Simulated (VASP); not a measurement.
# NaAl16N16 (a cell with a defect) in VASP: settings compared

The runs below take NaAl16N16 (a cell with a defect) through single point, with PBEsol, HSE06.

Program: VASP 6.6.1. These are calculated values, not measurements. Logs are shortened: lines on timing, memory, paths and dates and some standing lists are left out, and cuts for length are marked.

### 1 The cell of the first run

The cell holds a defect, 33 atoms: a = 6.228 Å, b = 6.228 Å, c = 9.967 Å, α = 90.00°, β = 90.00°, γ = 120.00°.

### 2 Single point, PBEsol

Input file INCAR:

```
SYSTEM = NaAl16N16
ALGO = Normal ; EDIFF = 1E-6
ENCUT = 520 ; GGA = PS
GGA_COMPAT = .FALSE. ; ISIF = 2
ISMEAR = -1 ; ISYM = -1
LASPH = .TRUE. ; LCHARG = .TRUE.
LELF = .TRUE. ; LREAL = Auto
LVHAR = .TRUE. ; LWAVE = .FALSE.
NBANDS = 90 ; NELECT = 134.0
NELM = 120 ; PREC = Accurate
SIGMA = 0.05
```

Input file KPOINTS:

```
explicit points
1
Reciprocal
  0.25000000   0.25000000   0.25000000 1
```

Input file POSCAR:

```
NaAl16N16
1.0
    6.2276320000      0.0000000000      0.0000000000
   -3.1138160000      5.3932870000      0.0000000000
    0.0000000000      0.0000000000      9.9670570000
Al N Na
16 16 1
Direct
    0.3321760000      0.1690640000      0.2494370000
    0.3267960000      0.1746180000      0.7566990000
    0.3321320000      0.6691870000      0.2494230000
    0.3255910000      0.6584940000      0.7565850000
    0.8320020000      0.1690610000      0.2494430000
    0.8428040000      0.1756570000      0.7565960000
    0.8321680000      0.6690190000      0.2355470000
    0.8315050000      0.6698750000      0.7548210000
    0.1652170000      0.3359730000      0.5001570000
    0.1646730000      0.3364900000      0.0047770000
    0.1412040000      0.8231620000      0.4892120000
    0.1662510000      0.8373470000      0.0009990000
    0.6781550000      0.3601410000      0.4892300000
    0.6639090000      0.3349540000      0.0010140000
    0.6768670000      0.8242370000      0.4889680000
    0.6637920000      0.8373440000      0.0009640000
    0.1665580000      0.3345980000      0.1931340000
    0.1662990000      0.3349040000      0.6900860000
    0.1694240000      0.8361040000      0.1900610000
    0.1592530000      0.8314270000      0.6896010000
    0.6650630000      0.3317290000      0.1900700000
    0.6699940000      0.3421490000      0.6896040000
    0.6651140000      0.8360720000      0.1901640000
    0.6686770000      0.8324010000      0.6890090000
    0.3323940000      0.1689730000      0.4410300000
    0.3295100000      0.1717490000      0.9430440000
    0.3325100000      0.6733360000      0.4411580000
    0.3292620000      0.6694970000      0.9427550000
    0.8278780000      0.1687140000      0.4411510000
    0.8316390000      0.1717900000      0.9427580000
    0.8309210000      0.6703350000      0.4246530000
    0.8300700000      0.6710710000      0.9438540000
    0.4988580000      0.0025250000      0.5908900000
```

Potentials or basis: VASP PAW PBE potentials, release 64 (Al, N, Na_pv).

The run is started by

```console
$ cat potpaw_PBE.64/Al/POTCAR potpaw_PBE.64/N/POTCAR potpaw_PBE.64/Na_pv/POTCAR > POTCAR
$ mpirun -np 1 vasp_std > vasp.out
```

OUTCAR:

```text
SYSTEM = NaAl16N16
   EDIFF = 1E-6
   ENCUT = 520
   GGA = PS
   ISIF = 2
   ISMEAR = -1
   ISYM = -1
   LASPH = .TRUE.
   LREAL = Auto
   NELECT = 134.0
   NELM = 120
   PREC = Accurate

 ion  position               nearest neighbor table
   1  0.332  0.169  0.249-  17 1.87  21 1.89  19 1.89  25 1.91  11 3.03  13 3.03  10 3.03  14 3.05
                            12 3.05   9 3.08   5 3.11   3 3.11   3 3.11   5 3.11   7 3.12   7 3.12
   2  0.327  0.175  0.757-  18 1.85  26 1.86  20 1.97  22 1.97  33 2.49   4 3.02   6 3.02  10 3.03
                            14 3.04  12 3.04   9 3.09   8 3.11   8 3.11   6 3.21   4 3.21  13 3.27
   3  0.332  0.669  0.249-  19 1.87  17 1.89  23 1.89  27 1.91  10 3.03  15 3.03  11 3.03  16 3.05
                            12 3.06   9 3.08   1 3.11   5 3.11   5 3.11   1 3.11   7 3.12   7 3.12
   4  0.326  0.658  0.757-  28 1.86  18 1.87  20 1.95  24 1.97  33 2.48   6 3.01   2 3.02  10 3.02
                            16 3.04  12 3.04   9 3.09   8 3.11   8 3.12   2 3.21   6 3.22  11 3.26
   5  0.832  0.169  0.249-  21 1.87  17 1.89  23 1.89  29 1.91  10 3.03  15 3.03  13 3.03  16 3.06
                            14 3.06   9 3.08   1 3.11   3 3.11   3 3.11   1 3.11   7 3.12   7 3.12
   6  0.843  0.176  0.757-  30 1.86  18 1.87  22 1.95  24 1.97  33 2.48   4 3.01   2 3.02  10 3.02
                            16 3.04  14 3.04   9 3.09   8 3.11   8 3.12   2 3.21   4 3.22  13 3.26
   7  0.832  0.669  0.236-  23 1.86  19 1.87  21 1.87  31 1.88  14 2.95  12 2.95  16 2.96  13 3.03
                            11 3.03  15 3.03   5 3.12   3 3.12   1 3.12   1 3.12   3 3.12   5 3.12
   8  0.832  0.670  0.755-  24 1.87  22 1.88  20 1.88  32 1.88  12 3.05  14 3.05  16 3.05   4 3.11
                             6 3.11   2 3.11   2 3.11   6 3.12   4 3.12  13 3.13  11 3.13  15 3.13
   9  0.165  0.336  0.500-  18 1.89  25 1.90  29 1.91  27 1.91   5 3.08   3 3.08   1 3.08   6 3.09
[... 19 lines left out ...]
  21  0.665  0.332  0.190-   5 1.87   7 1.87  14 1.88   1 1.89
  22  0.670  0.342  0.690-   8 1.88   6 1.95   2 1.97  13 2.00  33 2.08
  23  0.665  0.836  0.190-   7 1.86  16 1.89   3 1.89   5 1.89
  24  0.669  0.832  0.689-   8 1.87   4 1.97   6 1.97  15 2.00  33 2.08
  25  0.332  0.169  0.441-   9 1.90   1 1.91  13 1.93  11 1.93
  26  0.330  0.172  0.943-   2 1.86  10 1.88  12 1.89  14 1.89
  27  0.333  0.673  0.441-  11 1.91   3 1.91   9 1.91  15 1.92
  28  0.329  0.669  0.943-   4 1.86  12 1.88  16 1.90  10 1.90
  29  0.828  0.169  0.441-  13 1.91   5 1.91   9 1.91  15 1.92
  30  0.832  0.172  0.943-   6 1.86  14 1.88  16 1.89  10 1.90
  31  0.831  0.670  0.425-  15 1.78  13 1.79  11 1.79   7 1.88
  32  0.830  0.671  0.944-  16 1.88   8 1.88  14 1.90  12 1.90
  33  0.499  0.003  0.591-  24 2.08  20 2.08  22 2.08  15 2.17  13 2.18  11 2.18   6 2.48   4 2.48
                             2 2.49

IMPORTANT INFORMATION: All symmetrisations will be switched off!
NOSYMM: (Re-)initialisation of all symmetry stuff for point group C_1.

----------------------------------------------------------------------------------------

[... 128 lines left out ...]
   EFERMI_NEDOS =   21; number of points for ismear=-14 and -15
   IALGO  =     38    algorithm
   IMIX   =      4    mixing-type and parameters
     AMIX     =   0.40;   BMIX     =  1.00
     AMIX_MAG =   1.60;   BMIX_MAG =  1.00
  volume/ion in A,a.u.               =      10.14        68.46
  Fermi-wavevector in a.u.,A,eV,Ry     =   1.206504  2.279961 19.805334  1.455651
  Thomas-Fermi vector in A             =   2.342169
   LORBIT       =      0    0 simple, 1 ext, 2 COOP (PROOUT), +10 PAW based schemes
   GGA     = PS    functional components
   LHFCALC =     F    Hartree Fock is set to
   AEXX    =    0.0000 exact exchange contribution
   IVDW    =     0    specifies the selected vdW correction
   LEPSILON=     F    determine dielectric tensor
   LRPA    =     F    only Hartree local field effects (RPA)
 non-spin polarized calculation
  energy-cutoff  :      520.00
  volume of cell :      334.77
 maximum number of plane-waves:      9015
 NGX is ok and might be reduce to    48
   NGX = 23   NGY = 23   NGZ = 37

 number of electron     134.0000002 magnetization

 Free energy of the ion-electron system (eV)
  ---------------------------------------------------
  ext. energy  EPLUGINS =         0.00000000
  ---------------------------------------------------
  free energy    TOTEN  =      -258.59460711 eV

  energy without entropy =     -258.59460711  energy(sigma->0) =     -258.59460711

 E-fermi :   7.1947     XC(G=0): -11.2158

 val. band max:        5.8937327377   @ k =   0.2500   0.2500   0.2500
 cond. band min:      11.4966469996   @ k =   0.2500   0.2500   0.2500
 fundamental gap:      5.6029142619
 Fermi energy:         7.1946934347

 k-point     1 :       0.2500    0.2500    0.2500
  band No.  band energies     occupation
      1     -16.5098      2.00000
      2     -16.5011      2.00000
      3     -16.4116      2.00000
      4      -8.4646      2.00000
      5      -8.0026      2.00000
      6      -7.7320      2.00000
[... 71 lines left out ...]
     78      13.2139      0.00000
     79      13.3252      0.00000
 [bands above 79 left out]

------------------------ aborting loop because EDIFF is reached ----------------------------------------

  FORCE on cell =-STRESS in cart. coord.  units (eV):
  Direction    XX          YY          ZZ          XY          YZ          ZX
  --------------------------------------------------------------------------------------
  -------------------------------------------------------------------------------------
  Total        6.0628669     -4.2538569      5.3702037     -8.9374401      0.4265706     -0.0737654
  in kB       29.0165115    -20.3587002     25.7014680    -42.7740439      2.0415408     -0.3530369
  external PRESSURE =      11.4530931 kB  Pullay stress =       0.0000000 kB

 VOLUME and BASIS-vectors are now :
 -----------------------------------------------------------------------------
  energy-cutoff  :      520.00
  volume of cell :      334.77
      direct lattice vectors                 reciprocal lattice vectors
     6.227632000  0.000000000  0.000000000     0.160574678  0.092707842  0.000000000
    -3.113816000  5.393287000  0.000000000     0.000000000  0.185415684  0.000000000
     0.000000000  0.000000000  9.967057000     0.000000000  0.000000000  0.100330519

 POSITION                                       TOTAL-FORCE (eV/Angst)
 -----------------------------------------------------------------------------------
      1.54224      0.91181      2.48615         0.003456     -0.002054      0.006870
      1.49144      0.94176      7.54206        -0.011686      0.007891     -0.000486
     -0.01533      3.60912      2.48601        -0.002652     -0.007855     -0.006660
     -0.02277      3.55145      7.54093        -0.002877     -0.000284     -0.007854
      4.65498      0.91179      2.48621         0.008158      0.007344     -0.007586
      4.70171      0.94737      7.54104        -0.004905     -0.000773     -0.007266
[... 25 lines left out ...]
      3.07978      3.61928      9.40745         0.003735     -0.001860      0.010117
      3.09884      0.01362      5.88943        -0.012780      0.004876     -0.028367
 -----------------------------------------------------------------------------------
    total drift:                               -0.010251      0.009529      0.012528

  FREE ENERGIE OF THE ION-ELECTRON SYSTEM (eV)
  ---------------------------------------------------
  free  energy   TOTEN  =      -258.5946071132 eV

  energy  without entropy=     -258.5946071132  energy(sigma->0) =     -258.59460711
```

stdout:

```text
POSCAR found type information on POSCAR AlN Na
 POSCAR found :  3 types and      33 ions
 scaLAPACK will be used
 -----------------------------------------------------------------------------
|                                                                             |
|                                                                             |
|     You enforced a specific xc type in the INCAR file but a different       |
|     I HOPE YOU KNOW WHAT YOU ARE DOING!                                     |
|                                                                             |
 -----------------------------------------------------------------------------

 LDA part: xc-table for (Slater+PW92), standard interpolation
 POSCAR, INCAR and KPOINTS ok, starting setup
 FFT: planning ... GRIDC
 FFT: planning ... GRID_SOFT
 FFT: planning ... GRID
 WAVECAR not read
 entering main loop
 the old and the new charge density differ
 old charge density:   135.00000 new  134.00000
    0.326E+01
```

Run time: 1.8 min. Hardware: 1 thread of AMD EPYC 7R43 (Zen 3), shared host; peak memory 0.38 GiB.

What came out:

```yaml
Free_energy: -258.5946 eV
Largest_force: 0.078 eV/Å
```

Forces in eV/Å, atoms in the order of the input:
```
Al   0.003 -0.002  0.007
Al  -0.012  0.008  0.000
Al  -0.003 -0.008 -0.007
Al  -0.003  0.000 -0.008
Al   0.008  0.007 -0.008
Al  -0.005 -0.001 -0.007
Al  -0.002  0.005  0.004
Al  -0.012  0.007 -0.007
Al   0.021 -0.011  0.004
Al  -0.003  0.003 -0.001
Al  -0.011  0.005  0.007
Al  -0.009 -0.003 -0.006
Al  -0.004  0.003  0.006
Al  -0.001  0.007 -0.006
Al   0.004  0.003  0.002
Al   0.002 -0.002 -0.003
N   -0.018  0.010 -0.003
N    0.010 -0.004 -0.006
N   -0.004 -0.008  0.005
N   -0.035 -0.020  0.017
N    0.003  0.006  0.000
N    0.003  0.038  0.016
N    0.007 -0.003  0.009
N    0.059 -0.034  0.040
N   -0.012  0.004 -0.002
N   -0.001  0.003  0.002
N   -0.009 -0.016 -0.021
N    0.006 -0.012  0.013
N    0.006  0.014 -0.020
N    0.010  0.000  0.010
N    0.011 -0.003 -0.020
N    0.004 -0.002  0.010
Na  -0.013  0.005 -0.028
```

Levels at points of the mesh, in eV from the Fermi level:
```tsv
k point	band 64	band 65	band 66	band 67	band 68	band 69	band 70	band 71
(0.25, 0.25, 0.25)	-1.68	-1.66	-1.57	-1.30	4.30	4.82	4.96	5.06
```

Caveat: the cell carries a net charge on a neutralising background, which shifts energy and pressure; the cell is charged against a uniform background, so pressure and absolute levels hang on convention; the PAW data sets were made with another functional, which shifts forces and pressure a little.

### 3 Single point, HSE06

POSCAR is that of step 2.

Input file INCAR.step1:

```
SYSTEM = NaAl16N16
  PREC = Accurate
  ENCUT = 520
  EDIFF = 1E-5
  ISMEAR = -1
  SIGMA = 0.05
  LREAL = Auto
  LASPH = .TRUE.
  NELM = 120
  ALGO = Normal
  ISIF = 2
  LWAVE = .TRUE.
  LCHARG = .FALSE.
  NBANDS = 90
  GGA = PE
  NELECT = 134.0
  ISYM = -1
  GGA_COMPAT = .FALSE.
```

Input file INCAR.step2:

```
SYSTEM = NaAl16N16
  PREC = Accurate
  ENCUT = 520
  EDIFF = 1E-6
  ISMEAR = -1
  SIGMA = 0.05
  LREAL = Auto
  LASPH = .TRUE.
  NELM = 120
  ALGO = Normal
  ISIF = 2
  LWAVE = .FALSE.
  LCHARG = .FALSE.
  GGA = PE
  LHFCALC = .TRUE.
  HFSCREEN = 0.2079
  PRECFOCK = Fast
  NBANDS = 90
  ISTART = 1
  NELECT = 134.0
  ISYM = -1
  GGA_COMPAT = .FALSE.
```

KPOINTS is that of step 2.

Potentials or basis: VASP PAW PBE potentials, release 64 (Al, N, Na_pv).

The run is started by

```console
$ cat potpaw_PBE.64/Al/POTCAR potpaw_PBE.64/N/POTCAR potpaw_PBE.64/Na_pv/POTCAR > POTCAR
$ cp INCAR.step1 INCAR
$ mpirun -np 1 vasp_std > vasp.out
$ cp INCAR.step2 INCAR
$ mpirun -np 1 vasp_std > vasp.out
```

Wall time 7.2 min (1 thread of AMD EPYC 7R43 (Zen 3), shared host); peak memory 0.57 GiB.

The run converged. Its results:

| Property | Result |
| --- | --- |
| Free energy | -288.6705 eV |
| Largest force | 0.119 eV/Å |

Forces on the atoms (eV/Å):
```
Al   0.003 -0.002  0.009
Al  -0.023  0.014  0.015
Al  -0.005 -0.002 -0.007
Al  -0.005 -0.001  0.006
Al   0.001  0.006 -0.008
Al  -0.006  0.001  0.006
Al  -0.007  0.007  0.049
Al  -0.012  0.007 -0.013
Al   0.026 -0.014  0.034
Al   0.001  0.000  0.027
Al   0.045  0.038  0.033
Al  -0.003 -0.004  0.026
Al  -0.005 -0.062  0.032
Al   0.002  0.002  0.025
Al  -0.047  0.032  0.030
Al   0.005 -0.003  0.028
N   -0.020  0.011 -0.029
N    0.008 -0.002  0.030
N   -0.024 -0.020 -0.029
N   -0.063 -0.036  0.035
N    0.003  0.030 -0.033
N    0.002  0.069  0.034
N    0.023 -0.013 -0.026
N    0.091 -0.051  0.058
N   -0.042  0.021 -0.040
N   -0.002  0.003 -0.055
N   -0.012 -0.054 -0.062
N    0.008 -0.014 -0.043
N    0.038  0.036 -0.060
N    0.013  0.000 -0.045
N    0.013 -0.004  0.112
N    0.004 -0.001 -0.037
Na  -0.013  0.005 -0.104
```

Levels at points of the mesh, in eV from the Fermi level:
```tsv
k point	band 65	band 66	band 67	band 68	band 69	band 70
(0.25, 0.25, 0.25)	-1.69	-1.66	-1.30	5.87	6.45	6.58
```

Caveat: the cell carries a net charge on a neutralising background, which shifts energy and pressure; the cell is charged against a uniform background, so pressure and absolute levels hang on convention; the PAW data sets were made with another functional, which shifts forces and pressure a little.
